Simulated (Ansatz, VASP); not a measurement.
# One calculation of KI, two programs

POSCAR

```
KI
1.0
    0.0000000000      3.4850289444      3.4850289444
    3.4850289444      0.0000000000      3.4850289444
    3.4850289444      3.4850289444      0.0000000000
K I
1 1
Direct
    0.0000000000      0.0000000000      0.0000000000
    0.5000000000      0.5000000000      0.5000000000
```

Contents of INCAR.step1:

```
PREC = Accurate
ENCUT = 550
ISMEAR = 0
SIGMA = 0.01
LREAL = False
LASPH = True
NELM = 120
NBANDS = 15
GGA = PE
ALGO = Normal
EDIFF = 1E-5
LWAVE = True
LCHARG = False
GGA_COMPAT = False
```

File INCAR.step2:

```
PREC = Accurate
ENCUT = 550
EDIFF = 1E-6
ISMEAR = 0
SIGMA = 0.01
LREAL = False
LASPH = True
NELM = 120
ALGO = Normal
ISIF = 2
LWAVE = False
LCHARG = True
METAGGA = R2SCAN
LMIXTAU = True
LELF = True
LVHAR = True
NBANDS = 15
ISTART = 1
GGA_COMPAT = False
```

The input KPOINTS:

```
Automatic mesh
0
Gamma
  6 6 6
```

Input for Ansatz:

```yaml
crystal:
  lattice:
    - [0.0, 3.485028944357131, 3.485028944357131]
    - [3.485028944357131, 0.0, 3.485028944357131]
    - [3.485028944357131, 3.485028944357131, 0.0]
  atoms:
    - { symbol: K, position: [0.0, 0.0, 0.0] }
    - { symbol: I, position: [0.5, 0.5, 0.5] }
basis:
  ecutwfc: 600.0
kpoints:
  mp_grid:
    grid: [6, 6, 6]
hamiltonian:
  xc: r2scan
  pseudopotentials:
    kind: paw
scf:
  occupations:
    method: fixed
output:
  stress: true
```

Alike in both runs: task single point; functional r2SCAN; k mesh 6 × 6 × 6; no spin polarisation.

```csv
,VASP,Ansatz
version,VASP 6.6.1,Ansatz 0.2.0
potentials or method,"VASP PAW PBE potentials, release 64 (K_sv, I), cutoff 550 eV","plane waves, PAW"
occupations,"gaussian, width 0.01 eV",fixed
valence electrons in the cell,16,26
```

```csv
,VASP,Ansatz,Ansatz less VASP
pressure (GPa),0.7,0.7,-0.01
```

VASP's potentials were made for PBE, not for r2SCAN. VASP's potentials hold 16 valence electrons a cell and Ansatz's 26, so a difference there can come from the potentials and not from the codes.

Neither program's run includes spin-orbit coupling.
